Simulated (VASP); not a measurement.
Set up this calculation in VASP 6.6.1, as the native input.

- Task: single point
- Functional: PBE
- Dispersion: D3(BJ)
- Potentials or basis: VASP PAW PBE potentials, release 64 (B, N)
- Cutoff: 520 eV
- k mesh: 12 × 12 × 4
- Occupations: gaussian, width 0.05 eV
- Spin: no spin polarisation
- Dipole correction: no
- Further INCAR settings: ALGO = Normal; EDIFF = 1e-06; NBANDS = 16

The structure of BN lies in POSCAR:

```
BN
1.0
    2.5064381059      0.0000000000      0.0000000000
   -1.2532190530      2.1706390727      0.0000000000
    0.0000000000      0.0000000000      7.1461945996
B N
2 2
Direct
    0.3333333333      0.6666666667      0.2500000000
    0.6666666667      0.3333333333      0.7500000000
    0.3333333333      0.6666666667      0.7500000000
    0.6666666667      0.3333333333      0.2500000000
```

This cell differs from its parent crystal: strain +0.000 along x and y, +0.080 along z.

The input as run:

INCAR

```
SYSTEM = BN
PREC = Accurate
ENCUT = 520
EDIFF = 1E-6
ISMEAR = 0
SIGMA = 0.05
LREAL = .False.
LASPH = .True.
NELM = 60
ALGO = Normal
ISIF = 2
LWAVE = .False.
LCHARG = .False.
GGA = PE
IVDW = 12
NBANDS = 16
```

KPOINTS

```
Automatic mesh
0
Gamma
  12 12 4
  0 0 0
```

Potentials or basis: VASP PAW PBE potentials, release 64 (B, N).

The run is started by

```console
$ cat potpaw_PBE.64/B/POTCAR potpaw_PBE.64/N/POTCAR > POTCAR
$ mpirun -np 1 vasp_std > vasp.out
```

Results of the run:

| Property | Result |
| --- | --- |
| Pressure | -0.3 GPa |
| Band gap on the k mesh | 4.38 eV, indirect (least direct gap 4.65 eV) |
| Dispersion energy per atom | -0.129 eV |

Caveat: the cell differs from its parent crystal (strain +0.000 along x and y, +0.080 along z).

It took 14 s on 1 thread of Intel(R) Xeon(R) 6975P-C (Granite Rapids), with other jobs on the host, peak memory 0.18 GiB.
